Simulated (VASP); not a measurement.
Runs of VASP 6.6.1 on Mn3Cu. It takes space group Fm-3m (No. 225, cubic). Conventional cell: a = 5.678 Å, b = 5.678 Å, c = 5.678 Å, α = 90.00°, β = 90.00°, γ = 90.00°. Mn (site symmetry -43m) has 10 Mn at 2.46 to 2.84 Å and 4 Cu at 2.46 Å within 3.2 Å. Mn (site symmetry m-3m) has 8 Mn at 2.46 Å and 6 Cu at 2.84 Å within 3.2 Å. Within 3.2 Å of Cu (site symmetry m-3m) lie 14 Mn at 2.46 to 2.84 Å. 

```tsv
spin	fixed moment (μB)	pressure (GPa)	moment (μB)
collinear, ferromagnetic start	11.25	(a)	11.25
collinear, ferromagnetic start	9.38	17.8	9.38
collinear	5.62	2.5	5.62
collinear, ferromagnetic start	7.5	7.4	7.50
```

Alike in all rows: task single point; level PBEsol; potentials or basis VASP PAW PBE potentials, release 64 (Mn_pv, Cu); cell as given; k mesh 12 × 12 × 12; cutoff (eV) 520; smearing gaussian 0.1 eV.

Q: Fill in the values left out.

A: (a) 33.6.

Caveats: the PAW data sets were made with another functional, which shifts forces and pressure a little; the total moment is fixed, so each spin has its own Fermi level; the cell stands under pressure (at least some runs).
